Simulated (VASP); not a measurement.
# Ca (I4/mmm) in VASP: single point with PBEsol

Aim: the single point of Ca with PBEsol.

Program: VASP 6.6.1. These are calculated values, not measurements. Logs are shortened: lines on timing, memory, paths and dates and some standing lists are left out, and cuts for length are marked.

## 1. The cell of the first run

It takes space group I4/mmm (No. 139, tetragonal). Conventional cell: a = 3.952 Å, b = 3.952 Å, c = 5.365 Å, α = 90.00°, β = 90.00°, γ = 90.00°. Within 5.1 Å of Ca (site symmetry 4/mmm) lie 12 Ca at 3.87 to 3.95 Å.

## 2. Single point, PBEsol (strain -0.0400 x Voigt [1, 0, 0, 0, 0, 0])

Contents of INCAR:

```
PREC = Accurate
ENCUT = 520
EDIFF = 1E-6
ISMEAR = 0
SIGMA = 0.15
LREAL = F
LASPH = T
NELM = 80
ALGO = Normal
ISIF = 2
LWAVE = F
LCHARG = F
GGA = PS
NBANDS = 11
```

Contents of KPOINTS:

```
regular mesh
0
Gamma
  14 14 14
```

Contents of POSCAR:

```
Ca
1.0
    0.0000000000      2.7942000000      2.7942000000
    2.6824320000      0.0000000000      2.7942000000
    2.6824320000      2.7942000000      0.0000000000
Ca
1
Direct
    0.0000000000      0.0000000000      0.0000000000
```

Potentials or basis: VASP PAW PBE potentials, release 64 (Ca_sv).

Run with:

```bash
$ cat potpaw_PBE.64/Ca_sv/POTCAR > POTCAR
$ mpirun -np 1 vasp_std > vasp.out
```

OUTCAR:

```text
PREC = Accurate
   ENCUT = 520
   EDIFF = 1E-6
   ISMEAR = 0
   LREAL = F
   LASPH = T
   NELM = 80
   ISIF = 2
   GGA = PS

 ion  position               nearest neighbor table
   1  0.000  0.000  0.000-

  LATTYP: Found a body centered tetragonal cell.
 ALAT       =     3.9515955360
 C/A-ratio  =     1.3576450199

  Lattice vectors:

 A1 = (  -2.6824320000,   0.0000000000,  -2.7942000000)
 A2 = (  -2.6824320000,   0.0000000000,   2.7942000000)
 A3 = (   2.6824320000,   2.7942000000,   0.0000000000)

Analysis of symmetry for initial positions (statically):
=====================================================================
 Subroutine PRICEL returns:
 Original cell was already a primitive cell.

 Routine SETGRP: Setting up the symmetry group for a
 body centered tetragonal supercell.

 Subroutine GETGRP returns: Found 16 space group operations
 (whereof 16 operations were pure point group operations)
 out of a pool of 16 trial point group operations.

The static configuration has the point symmetry D_4h.

Analysis of symmetry for dynamics (positions and initial velocities):
=====================================================================
 Subroutine PRICEL returns:
 Original cell was already a primitive cell.

 Routine SETGRP: Setting up the symmetry group for a
 body centered tetragonal supercell.

 Subroutine GETGRP returns: Found 16 space group operations
 (whereof 16 operations were pure point group operations)
 out of a pool of 16 trial point group operations.

The dynamic configuration has the point symmetry D_4h.

 Subroutine INISYM returns: Found 16 space group operations
 (whereof 16 operations are pure point group operations),
 and found     1 'primitive' translations

----------------------------------------------------------------------------------------

                                     Primitive cell

  volume of cell :      41.8865

  direct lattice vectors                    reciprocal lattice vectors
     0.000000000  2.794200000  2.794200000    -0.186398015  0.178942094  0.178942094
     2.682432000  0.000000000  2.794200000     0.186398015 -0.178942094  0.178942094
     2.682432000  2.794200000  0.000000000     0.186398015  0.178942094 -0.178942094

  length of vectors
     3.951595536  3.873369989  3.873369989     0.314300439  0.314300439  0.314300439

  position of ions in fractional coordinates (direct lattice)
     0.000000000  0.000000000  0.000000000

  ion indices of the primitive-cell ions
   primitive index   ion index
                 1           1

----------------------------------------------------------------------------------------

 KPOINTS: regular mesh

Automatic generation of k-mesh.
 Grid dimensions read from file:
 generate k-points for:   14   14   14

 Generating k-lattice:

  Cartesian coordinates                     Fractional coordinates (reciprocal lattice)
    -0.013314144  0.012781578  0.012781578     0.071428571  0.000000000  0.000000000
     0.013314144 -0.012781578  0.012781578     0.000000000  0.071428571  0.000000000
     0.013314144  0.012781578 -0.012781578     0.000000000  0.000000000  0.071428571

  Length of vectors
     0.022450031  0.022450031  0.022450031

  Shift w.r.t. Gamma in fractional coordinates (k-lattice)
     0.000000000  0.000000000  0.000000000

 Subroutine IBZKPT returns following result:
 ===========================================

 Found    244 irreducible k-points:

 Following reciprocal coordinates:
            Coordinates               Weight
  0.000000  0.000000  0.000000      1.000000
  0.071429  0.000000  0.000000      8.000000
  0.142857  0.000000  0.000000      8.000000
  0.214286  0.000000  0.000000      8.000000
  0.285714  0.000000  0.000000      8.000000
  0.357143 -0.000000 -0.000000      8.000000
[... 16 lines left out ...]
  0.214286  0.142857  0.000000     16.000000
  0.285714  0.142857  0.000000     16.000000
 [... further k-points ...]
   k-points           NKPTS =    244   k-points in BZ     NKDIM =    244   number of bands    NBANDS=     11
   number of dos      NEDOS =    301   number of ions     NIONS =      1
   total plane-waves  NPLWV =  27000
   dimension x,y,z NGX =    30 NGY =   30 NGZ =   30
   dimension x,y,z NGXF=    60 NGYF=   60 NGZF=   60
   ions per type =               1
   NGX,Y,Z   is equivalent  to a cutoff of  12.62, 12.88, 12.88 a.u.
   NGXF,Y,Z  is equivalent  to a cutoff of  25.24, 25.75, 25.75 a.u.
 SYSTEM =  unknown system
   PREC   = accura    normal or accurate (medium, high low for compatibility)
   ISTART =      0    job   : 0-new  1-cont  2-samecut
   ICHARG =      2    charge: 1-file 2-atom 10-const
   ISPIN  =      1    spin polarized calculation?
   LNONCOLLINEAR =      F non collinear calculations
   LSORBIT =      F    spin-orbit coupling
   LASPH  =      T    aspherical Exc in radial PAW
   ENCUT  =  520.0 eV  38.22 Ry    6.18 a.u.   7.35  7.20  7.20*2*pi/ulx,y,z
   NELM   =     80;   NELMIN=  2; NELMDL= -5     # of ELM steps
   EDIFF  = 0.1E-05   stopping-criterion for ELM
   LREAL  =      F    real-space projection
   EDIFFG = 0.1E-04   stopping-criterion for IOM
   NSW    =      0    number of steps for IOM
   IBRION =     -1    ionic relax: 0-MD 1-quasi-New 2-CG
   NFREE  =      0    steps in history (QN), initial steepest desc. (CG)
   ISIF   =      2    stress and relaxation
   ISYM   =      2    0-nonsym 1-usesym 2-fastsym
   POTIM  = 0.5000    time-step for ionic-motion
   TEBEG  =    0.0;   TEEND  =   0.0 temperature during run
   PSTRESS=    0.0 pullay stress
   NELECT =      10.0000    total number of electrons
   NUPDOWN=      -1.0000    fix difference up-down
   EMIN   =  10.00;   EMAX   =-10.00  energy-range for DOS
   EFERMI =   0.00;   METHOD = LEGACY
   ISMEAR =     0;   SIGMA  =   0.15  broadening in eV -4-tet -1-fermi 0-gaus
   EFERMI_NEDOS =   21; number of points for ismear=-14 and -15
   IALGO  =     38    algorithm
   IMIX   =      4    mixing-type and parameters
     AMIX     =   0.40;   BMIX     =  1.00
     AMIX_MAG =   1.60;   BMIX_MAG =  1.00
  volume/ion in A,a.u.               =      41.89       282.66
  Fermi-wavevector in a.u.,A,eV,Ry     =   1.015587  1.919180 14.033267  1.031416
  Thomas-Fermi vector in A             =   2.148881
   LORBIT       =      0    0 simple, 1 ext, 2 COOP (PROOUT), +10 PAW based schemes
   GGA     = PS    functional components
   LHFCALC =     F    Hartree Fock is set to
   AEXX    =    0.0000 exact exchange contribution
   IVDW    =     0    specifies the selected vdW correction
   LEPSILON=     F    determine dielectric tensor
   LRPA    =     F    only Hartree local field effects (RPA)
 non-spin polarized calculation
 Gauss-broadening in eV      SIGMA  =   0.15
  energy-cutoff  :      520.00
  volume of cell :       41.89
 maximum number of plane-waves:      1158
 NGX is ok and might be reduce to    30
   NGX = 15   NGY = 15   NGZ = 15

 number of electron      10.0000000 magnetization

 Free energy of the ion-electron system (eV)
  ---------------------------------------------------
  ext. energy  EPLUGINS =         0.00000000
  ---------------------------------------------------
  free energy    TOTEN  =        -2.13872545 eV

  energy without entropy =       -2.12377374  energy(sigma->0) =       -2.13124960

 E-fermi :   1.9176     XC(G=0):  -7.8339

 val. band max:        1.9156892440   @ k =  -0.2143   0.4286   0.3571
 cond. band min:       1.9193403832   @ k =  -0.2857   0.3571   0.2143
 fundamental gap:      0.0036511392
 Fermi energy:         1.9175927281

 k-point     1 :       0.0000    0.0000    0.0000
  band No.  band energies     occupation
      1     -39.9049      2.00000
      2     -20.8970      2.00000
      3     -20.8970      2.00000
      4     -20.8934      2.00000
      5      -2.1275      2.00000
      6       4.2004      0.00000
      7       4.2004      0.00000
      8       4.3805      0.00000
      9       5.2210      0.00000
     10       5.4523      0.00000
     11      11.0949      0.00000

 k-point     2 :       0.0714    0.0000    0.0000
  band No.  band energies     occupation
      1     -39.9042      2.00000
      2     -20.9034      2.00000
      3     -20.8982      2.00000
      4     -20.8952      2.00000
      5      -2.0394      2.00000
      6       4.1368      0.00000
      7       4.2332      0.00000
      8       4.3831      0.00000
      9       5.1960      0.00000
     10       5.4180      0.00000
     11      11.2041      0.00000

 k-point     3 :       0.1429    0.0000    0.0000
  band No.  band energies     occupation
      1     -39.9022      2.00000
      2     -20.9235      2.00000
      3     -20.9016      2.00000
      4     -20.8976      2.00000
      5      -1.7793      2.00000
      6       3.8991      0.00000
      7       4.3023      0.00000
      8       4.4451      0.00000
      9       5.1607      0.00000
     10       5.3483      0.00000
     11      11.0406      0.00000

 k-point     4 :       0.2143    0.0000    0.0000
  band No.  band energies     occupation
      1     -39.8993      2.00000
      2     -20.9528      2.00000
      3     -20.9065      2.00000
      4     -20.9008      2.00000
      5      -1.3612      2.00000
      6       3.5400      0.00000
      7       4.3227      0.00000
      8       4.4997      0.00000
      9       5.2229      0.00000
     10       5.3390      0.00000
     11       9.9224      0.00000
[... 239 lines left out ...]
 k-point    22 :       0.1429    0.1429    0.0000
  band No.  band energies     occupation
      1     -39.9014      2.00000
      2     -20.9236      2.00000
      3     -20.9051      2.00000
      4     -20.9040      2.00000
      5      -1.6773      2.00000
      6       3.7901      0.00000
      7       4.4151      0.00000
      8       4.5522      0.00000
      9       4.8127      0.00000
     10       5.5087      0.00000
     11      11.6470      0.00000

 k-point    23 :       0.2143    0.1429    0.0000
  band No.  band energies     occupation
      1     -39.8993      2.00000
      2     -20.9419      2.00000
      3     -20.9095      2.00000
      4     -20.9086      2.00000
      5      -1.3764      2.00000
      6       3.5748      0.00000
      7       4.4161      0.00000
      8       4.5955      0.00000
      9       4.7738      0.00000
     10       5.5584      0.00000
     11      10.9325      0.00000

 k-point    24 :       0.2857    0.1429    0.0000
  band No.  band energies     occupation
      1     -39.8965      2.00000
      2     -20.9674      2.00000
      3     -20.9151      2.00000
      4     -20.9131      2.00000
      5      -0.9271      2.00000
      6       3.2925      0.00000
      7       4.1659      0.00000
      8       4.6301      0.00000
      9       5.0205      0.00000
     10       5.6631      0.00000
     11       9.7243      0.00000

 [... further k-points ...]
[... 5 lines left out ...]
  --------------------------------------------------------------------------------------
  -------------------------------------------------------------------------------------
  Total       -0.1000952     -0.1657919     -0.1657919      0.0000000      0.0000000     -0.0000000
  in kB       -3.8286906     -6.3416196     -6.3416196      0.0000000      0.0000000     -0.0000000
  external PRESSURE =      -5.5039766 kB  Pullay stress =       0.0000000 kB

 VOLUME and BASIS-vectors are now :
 -----------------------------------------------------------------------------
  energy-cutoff  :      520.00
  volume of cell :       41.89
      direct lattice vectors                 reciprocal lattice vectors
     0.000000000  2.794200000  2.794200000    -0.186398015  0.178942094  0.178942094
     2.682432000  0.000000000  2.794200000     0.186398015 -0.178942094  0.178942094
     2.682432000  2.794200000  0.000000000     0.186398015  0.178942094 -0.178942094

 POSITION                                       TOTAL-FORCE (eV/Angst)
 -----------------------------------------------------------------------------------
      0.00000      0.00000      0.00000        -0.000000      0.000000     -0.000000
 -----------------------------------------------------------------------------------
    total drift:                               -0.000000     -0.000000      0.000000

  FREE ENERGIE OF THE ION-ELECTRON SYSTEM (eV)
  ---------------------------------------------------
  free  energy   TOTEN  =        -2.1387254550 eV

  energy  without entropy=       -2.1237737402  energy(sigma->0) =       -2.13124960
```

Run time: 50 s. Hardware: 1 thread of Intel Xeon 6975P-C (Granite Rapids), shared host; peak memory 0.24 GiB.

Results:

```yaml
Free_energy: -2.1387 eV
Pressure: -0.6 GPa
Band_gap_on_the_k_mesh: zero (band 5 reaches 2.08 eV, above the bottom of band 6 at 1.77 eV)
```

Caveat: the cell differs from its parent crystal (strain -0.0400 x Voigt [1, 0, 0, 0, 0, 0]); the PAW data sets were made with another functional, which shifts forces and pressure a little.
